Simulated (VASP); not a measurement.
Input of a VASP 6.6.1 run:

Contents of INCAR:

```
ALGO = Normal
EDIFF = 1E-6
ENCUT = 520
GGA = PS
ISIF = 2
ISMEAR = 0
LASPH = True
LCHARG = False
LREAL = False
LWAVE = False
NBANDS = 26
NELM = 100
PREC = Accurate
SIGMA = 0.02
```

Contents of KPOINTS:

```
k-points
0
Gamma
  8 8 4
```

POSCAR

```
CuI
1.0
    4.2421006743      0.0000000000      0.0000000000
    0.0000000000      4.2421006743      0.0000000000
    0.0000000000      0.0000000000      6.8693523872
Cu I
2 2
Direct
    0.5000000000      0.5000000000      0.0000000000
    0.0000000000      0.0000000000      0.0000000000
    0.5000000000      0.0000000000      0.2288748222
    0.0000000000      0.5000000000      0.7711251778
```

Potentials or basis: VASP PAW PBE potentials, release 64 (Cu, I).

Run with:

```console
$ cat potpaw_PBE.64/Cu/POTCAR potpaw_PBE.64/I/POTCAR > POTCAR
$ mpirun -np 1 vasp_std > vasp.out
```

**Question.** Predict the pressure.

**Answer.** -1.5 GPa.

**Question.** Predict the band gap on the k mesh.

**Answer.** 1.67 eV.

Stress tensor (GPa, compression positive):
```
-2.14  0.00  0.00
 0.00 -2.14  0.00
 0.00  0.00 -0.20
```

Caveat: the cell differs from its parent crystal (equal strain along all axes, cell held: +6.0 %, then relaxed in part); the PAW data sets were made with another functional, which shifts forces and pressure a little; spin-orbit coupling is left out, which moves the levels of the heavy elements; this functional lacks dispersion, which binds layers or chains, so the pressure and a relaxed spacing across them are unreliable. A k mesh can miss the band edges.
